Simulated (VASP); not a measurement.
ZnS:

```
Zn S
1.0
     0.00000    2.64684    2.64684
     2.64684    0.00000    2.64684
     2.64684    2.64684    0.00000
Zn S
1 1
Direct
  0.75000 0.75000 0.75000
  0.00000 0.00000 0.00000
```

Base run:

| Quantity | Value |
| --- | --- |
| Program | VASP 6.6.1 |
| Functional | PBE0 |
| Potentials or basis | VASP PAW PBE potentials, release 64 (Zn, S) |
| Cutoff | 520 eV |
| k mesh | 5 × 5 × 5 |
| Occupations | fermi-dirac, width 0.05 eV |
| Spin | no spin polarisation |

Its results: band gap on the k mesh 4.34 eV; pressure 6.3 GPa.

The run is repeated on the same cell with these changes: functional from PBE0 to PBE-based screened hybrid with 25 % exact exchange. What comes out?

Band gap on the k mesh 3.42 eV; pressure 6.7 GPa.

Caveats: the cell stands under pressure; the PAW data sets were made with another functional, which shifts forces and pressure a little.

